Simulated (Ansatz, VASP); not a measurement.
S: VASP beside Ansatz

```
S
1.0
     2.23228    0.00000    0.00000
     0.00000    2.23228    0.00000
     0.00000    0.00000    2.23228
S
1
Direct
  0.00000 0.00000 0.00000
```

Alike in both runs: task relaxation of cell and atoms; functional PBE; k mesh 16 × 16 × 16; occupations fermi-dirac, width 0.08 eV; no spin polarisation.

|  | VASP | Ansatz |
| --- | --- | --- |
| version | VASP 6.6.1 | Ansatz 0.2.0 |
| potentials or method | VASP PAW PBE potentials, release 64 (S) | PAW with Ansatz's default frozen-core files, scalar-relativistic |
| plane-wave cutoff (eV) | 600 | 420 |
| valence electrons in the cell | 6 | 6 |

|  | VASP | Ansatz | Ansatz less VASP |
| --- | --- | --- | --- |
| relaxed volume (Å³/atom) | 17.15 | 17.18 | +0.026 |
| relaxed cell length with the largest relative difference (Å) | 2.579 | 2.580 | +0.0013 |

Noted on VASP's run: the volume moved by over 15 % at a fixed basis, so the end points are rough.
